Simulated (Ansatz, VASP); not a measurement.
## MgO in VASP and in Ansatz

INCAR

```
ALGO     = Normal         # electronic algorithm
EDIFF    = 1E-6           # SCF threshold, eV
ENCUT    = 600            # plane-wave cutoff, eV
GGA      = PE             # functional
GGA_COMPAT= False        
ISIF     = 2              # what is computed and relaxed
ISMEAR   = 0              # smearing method
LASPH    = True           # aspherical terms in the spheres
LCHARG   = False          # write CHGCAR
LREAL    = False          # projectors in reciprocal space
LWAVE    = False          # write WAVECAR
NBANDS   = 11             # bands
NELM     = 120            # most SCF steps
PREC     = Accurate       # precision mode
SIGMA    = 0.02           # smearing width, eV
```

The input KPOINTS:

```
k-points
0
Gamma
  10 10 10
```

File POSCAR:

```
MgO
1.0
    0.0000000000      2.1687162618      2.1687162618
    2.1687162618      0.0000000000      2.1687162618
    2.1687162618      2.1687162618      0.0000000000
Mg O
1 1
Direct
    0.0000000000      0.0000000000      0.0000000000
    0.5000000000      0.5000000000      0.5000000000
```

Input for Ansatz:

```yaml
crystal:
  lattice:
    - [0.0, 2.1687162618, 2.1687162618]
    - [2.1687162618, 0.0, 2.1687162618]
    - [2.1687162618, 2.1687162618, 0.0]
  atoms:
    - { symbol: Mg, position: [0.0, 0.0, 0.0] }
    - { symbol: O, position: [0.5, 0.5, 0.5] }
basis:
  ecutwfc: 600.0
kpoints:
  mp_grid: { grid: [10, 10, 10] }
hamiltonian:
  xc: pbe
  pseudopotentials: { kind: paw }
scf:
  occupations: { method: gaussian, width: 0.02 }
output:
  forces: true
  stress: true
  eigenvalues: true
```

Alike in both runs: task single point; functional PBE; k mesh 10 × 10 × 10; occupations gaussian, width 0.02 eV; no spin polarisation.

```csv
,VASP,Ansatz
version,VASP 6.6.1,Ansatz 0.2.0
potentials or method,"VASP PAW PBE potentials, release 64 (Mg, O), cutoff 600 eV","scalar-relativistic, plane waves, PAW"
valence electrons in the cell,8,16
```

```csv
,VASP,Ansatz,Ansatz less VASP
gap on the k mesh at the Fermi level (eV),3.92,3.94,+0.019
least direct gap on the mesh (eV),3.92,3.94,+0.019
pressure (GPa),-8.7,-7.7,+1.01
```

VASP's potentials hold 8 valence electrons a cell and Ansatz's 16, so a difference there can come from the potentials and not from the codes.
